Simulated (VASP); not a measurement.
Wanted: the native input for a VASP 6.6.1 run.

* Task: single point
* Functional: PBE
* Potentials or basis: VASP PAW PBE potentials, release 64 (F)
* Cutoff: 520 eV
* k mesh: 6 × 6 × 2
* Occupations: gaussian, width 0.02 eV
* Spin: no spin polarisation
* Dipole correction: no
* Further INCAR settings: ALGO = Normal; EDIFF = 1e-06; NBANDS = 22

The structure of F lies in POSCAR:

```
F
1.0
    2.7500000000     -1.6400000000      0.0000000000
    2.7500000000      1.6400000000      0.0000000000
   -1.5347200000      0.0000000000      7.1163900000
F
4
Direct
    0.9680000000      0.6020000000      0.0997000000
    0.3980000000      0.0320000000      0.4003000000
    0.0320000000      0.3980000000      0.9003000000
    0.6020000000      0.9680000000      0.5997000000
```

The input as run:

INCAR

```
SYSTEM = F
PREC = Accurate ; ENCUT = 520
EDIFF = 1E-6 ; ISMEAR = 0
SIGMA = 0.02 ; LREAL = .FALSE.
LASPH = .TRUE. ; NELM = 60
ALGO = Normal ; ISIF = 2
LWAVE = .FALSE. ; LCHARG = .FALSE.
GGA = PE ; NBANDS = 22
```

KPOINTS

```
Automatic mesh
0
G
  6 6 2
  0 0 0
```

Potentials or basis: VASP PAW PBE potentials, release 64 (F).

Command:

```bash
$ cat potpaw_PBE.64/F/POTCAR > POTCAR
$ mpirun -np 1 vasp_std > vasp.out
```

Results of the run:

| Property | Result |
| --- | --- |
| Pressure | -4.0 GPa |
| Largest force | 1.665 eV/Å |
| Band gap on the k mesh | 1.92 eV |

Caveat: the k points lie up to 0.44 Å⁻¹ apart; forces of over 1 eV/Å act on the atoms, so gaps and moduli don't describe the material at rest.

Wall time 13 s on 1 thread of Intel(R) Xeon(R) Platinum 8488C (Sapphire Rapids), on a shared host, peak memory 0.17 GiB.
